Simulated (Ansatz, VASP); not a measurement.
**One calculation of AgPb2F6, two programs**

```
Ag Pb F
1.0
     0.00000    4.19231    4.19231
     4.19231    0.00000    4.19231
     4.19231    4.19231    0.00000
Ag Pb F
1 2 6
Direct
  0.00000 0.00000 0.00000
  0.25000 0.25000 0.25000
  0.75000 0.75000 0.75000
  0.75000 0.25000 0.25000
  0.25000 0.75000 0.75000
  0.25000 0.75000 0.25000
  0.75000 0.25000 0.75000
  0.25000 0.25000 0.75000
  0.75000 0.75000 0.25000
```

Change from the starting cell: ordered vacancies on the cation sites of perovskite (Fm-3m, No. 225).

Alike in both runs: task single point; functional PBE; k mesh 4 × 4 × 4; occupations gaussian, width 0.1 eV; collinear spin.

|  | VASP | Ansatz |
| --- | --- | --- |
| version | VASP 6.6.1 | Ansatz 0.2.0 |
| potentials or method | VASP PAW PBE potentials, release 64 (Ag, Pb_d, F), cutoff 520 eV | scalar-relativistic, plane waves, PAW |
| valence electrons in the cell | 81 | 89 |

|  | VASP | Ansatz | Ansatz less VASP |
| --- | --- | --- | --- |
| gap on the k mesh at the Fermi level (eV) | none | none | - |
| pressure (GPa) | 0.1 | 0.3 | +0.25 |
| net moment per atom (μB) | 0.11 | 0.11 | 0.000 |
| size of the moment on the site where the two differ most (μB) | 0.56 | 0.54 | -0.018 |

Site moments also hang on the region over which each program counts them. A gap of «none» marks a metal or a gap that the smearing closes. The functional is the same, so the differences come from potentials, cutoffs and numerics. VASP's potentials hold 81 valence electrons a cell and Ansatz's 89, so a difference there can come from the potentials and not from the codes.

Spin-orbit coupling is off throughout.
